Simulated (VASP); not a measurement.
Re:

```
Re
1.0
     2.76639    0.00000    0.00000
    -1.38319    2.39576    0.00000
     0.00000    0.00000    8.93885
Re
4
Direct
  0.66667 0.33333 0.75000
  0.00000 0.00000 0.50000
  0.33333 0.66667 0.25000
  0.00000 0.00000 0.00000
```

- Program: VASP 6.6.1
- Task: relaxation of cell and atoms
- Functional: RPBE
- Dispersion: D4
- Potentials or basis: VASP PAW PBE potentials, release 64 (Re)
- Cutoff: 600 eV
- k mesh: 11 × 11 × 3
- Occupations: fermi-dirac, width 0.05 eV
- Spin: no spin polarisation

At the start: pressure -6.0 GPa; volume 14.81 Å³/atom.

Problem. Where does the relaxation end?

Solution. Over 7 steps the energy falls by 4.5 meV/atom and the volume is 14.58 Å³/atom (-1.6 %); space group P6_3/mmc (No. 194, to 0.05 Å).

The path:
```
step  energy change (eV)  largest force (eV/Å)  pressure (GPa)  volume (Å³)
   1              0.0000                0.0000           -5.99        59.24
   2              0.3060                0.0000           29.82        54.62
   3             -0.0178                0.0000           -0.17        58.34
   4             -0.0178                0.0000           -0.08        58.32
   5             -0.0178                0.0000            0.10        58.29
   6             -0.0178                0.0000           -0.24        58.36
   7             -0.0178                0.0000            0.00        58.31
```

Final structure:
```xyz
4
Lattice="2.7511 0.0000 0.0000 -1.3756 2.3825 0.0000 0.0000 0.0000 8.8967" Properties=species:S:1:pos:R:3 pbc="T T T"
Re    1.3756    0.7942    6.6726
Re    0.0000    0.0000    4.4484
Re    0.0000    1.5884    2.2242
Re    0.0000    0.0000    0.0000
```

Caveat: the PAW data sets were made with another functional, which shifts forces and pressure a little.
